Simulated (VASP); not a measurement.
TaN: single point with HSE06

Crystal: TaN.

```
CELL_PARAMETERS angstrom
2.87802 0.00000 0.00000
-1.43901 2.49244 0.00000
0.00000 0.00000 2.82415
ATOMIC_POSITIONS crystal
Ta 0.00000 0.00000 0.50000
N 0.66667 0.33333 0.00000
```

```
Program                            : VASP 6.6.1
Task                               : single point
Functional                         : HSE06
Potentials or basis                : VASP PAW PBE potentials, release 64 (Ta_pv, N)
Cutoff                             : 520 eV
k mesh                             : 6 × 6 × 6
Occupations                        : fermi-dirac, width 0.05 eV
Spin                               : no spin polarisation
Dipole correction                  : no
Grid for exact exchange (PRECFOCK) : Normal
Further INCAR settings             : ALGO = Normal; EDIFF = 1e-06; NBANDS = 15
Share of exact exchange            : 0.25
Screening parameter                : 0.2079 1/Å
```

- Pressure: 21.2 GPa
- Band gap on the k mesh: zero (bands 8 and 9 overlap by 0.44 eV)

Stress tensor (GPa, compression positive):
```
20.22  0.00  0.00
 0.00 20.22  0.00
 0.00  0.00 23.03
```

Levels at points of the mesh, in eV from the Fermi level:
```tsv
k point	band 4	band 5	band 6	band 7	band 8	band 9	band 10	band 11	band 12	band 13
(0.00, 0.00, 0.00)	-20.97	-6.11	-6.11	-5.63	-4.11	2.84	4.14	4.14	4.74	4.74
(0.50, 0.00, 0.00)	-18.22	-10.33	-6.81	-4.76	-4.45	3.54	4.67	6.04	6.08	8.37
(0.00, 0.00, 0.50)	-17.69	-11.55	-5.12	-5.12	-0.39	-0.39	2.48	3.78	3.78	9.18
(0.50, 0.00, 0.50)	-18.73	-9.25	-7.88	-7.42	-1.09	4.97	6.16	6.92	8.40	11.74
```

It took 60 min on 1 thread of Intel Xeon 8259CL (shared host), peak memory 0.26 GiB.

Caveat: the k points lie up to 0.42 Å⁻¹ apart; the PAW data sets were made with another functional, which shifts forces and pressure a little; spin-orbit coupling is left out, which moves the levels of the heavy elements.
